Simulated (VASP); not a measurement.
Set up this calculation in VASP 6.6.1, as the native input.

| Item | Value |
| --- | --- |
| Task | single point |
| Functional | PBEsol |
| Potentials or basis | VASP PAW PBE potentials, release 64 (Si, N) |
| Cutoff | 520 eV |
| k mesh | 7 × 7 × 7 |
| Occupations | fermi-dirac, width 0.05 eV |
| Spin | no spin polarisation |
| Dipole correction | no |
| Further INCAR settings | ALGO = Normal; EDIFF = 1e-06; NBANDS = 25 |

The structure of Si3N4 lies in POSCAR:

```
Si3N4
1.0
    4.0742186847      0.0000000000      0.0000000000
    0.0000000000      4.0742186847      0.0000000000
    0.0000000000      0.0000000000      4.0742186847
Si N
3 4
Direct
    0.0000000000      0.0000000000      0.5000000000
    0.5000000000      0.0000000000      0.0000000000
    0.0000000000      0.5000000000      0.0000000000
    0.2417646999      0.2417646999      0.7582353001
    0.7582353001      0.7582353001      0.7582353001
    0.2417646999      0.7582353001      0.2417646999
    0.7582353001      0.2417646999      0.2417646999
```

These files were run (other wordings do the same):

INCAR

```
SYSTEM = Si3N4
  PREC = Accurate
  ENCUT = 520
  EDIFF = 1E-6
  ISMEAR = -1
  SIGMA = 0.05
  LREAL = .False.
  LASPH = .True.
  NELM = 60
  ALGO = Normal
  ISIF = 2
  LWAVE = .False.
  LCHARG = .False.
  GGA = PS
  NBANDS = 25
```

KPOINTS

```
regular mesh
0
Gamma
  7 7 7
  0 0 0
```

Potentials or basis: VASP PAW PBE potentials, release 64 (Si, N).

Run with:

```bash
$ cat potpaw_PBE.64/Si/POTCAR potpaw_PBE.64/N/POTCAR > POTCAR
$ mpirun -np 1 vasp_std > vasp.out
```

It gave:

```yaml
Pressure: 5.3 GPa
Band_gap_on_the_k_mesh: 2.60 eV (least direct gap 2.79 eV)
```

Caveat: the cell stands under pressure; the PAW data sets were made with another functional, which shifts forces and pressure a little; an odd mesh through Γ misses points on the zone boundary, where band edges can lie.

Run time: 52 s on 1 thread of Intel Xeon 8259CL, with other jobs on the host, peak memory 0.17 GiB.
